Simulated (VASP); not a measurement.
Set up this calculation in VASP 6.6.1, as the native input.

* Task: single point
* Functional: PBE
* Potentials or basis: VASP PAW PBE potentials, release 64 (Al, Ni)
* Cutoff: 520 eV
* k mesh: 18 × 18 × 12
* Occupations: gaussian, width 0.1 eV
* Spin: no spin polarisation
* Dipole correction: no
* Further INCAR settings: ALGO = Fast; EDIFF = 1e-06; NBANDS = 14

The structure of AlNi lies in POSCAR:

```
AlNi
1.0
    2.3006810000     -1.3946800000      0.0000000000
    2.3006810000      1.3946800000      0.0000000000
   -1.3564510000      0.0000000000      3.8808380000
Al Ni
1 1
Direct
    0.0000000000      0.0000000000      0.0000000000
    0.5000000000      0.5000000000      0.5000000000
```

The input as run:

INCAR

```
SYSTEM = AlNi
PREC = Accurate
ENCUT = 520
EDIFF = 1E-6
ISMEAR = 0
SIGMA = 0.1
LREAL = .False.
LASPH = .True.
NELM = 80
ALGO = Fast
ISIF = 2
LWAVE = .False.
LCHARG = .False.
GGA = PE
NBANDS = 14
```

KPOINTS

```
Automatic mesh
0
Gamma
  18 18 12
  0 0 0
```

Potentials or basis: VASP PAW PBE potentials, release 64 (Al, Ni).

Run with:

```bash
$ cat potpaw_PBE.64/Al/POTCAR potpaw_PBE.64/Ni/POTCAR > POTCAR
$ mpirun -np 1 vasp_std > vasp.out
```

Results of the run:

```
Pressure : 1.7 GPa
```

Run time: 3.2 min on 1 thread of Intel(R) Xeon(R) Platinum 8559C (Emerald Rapids), on a shared host, peak memory 0.46 GiB.
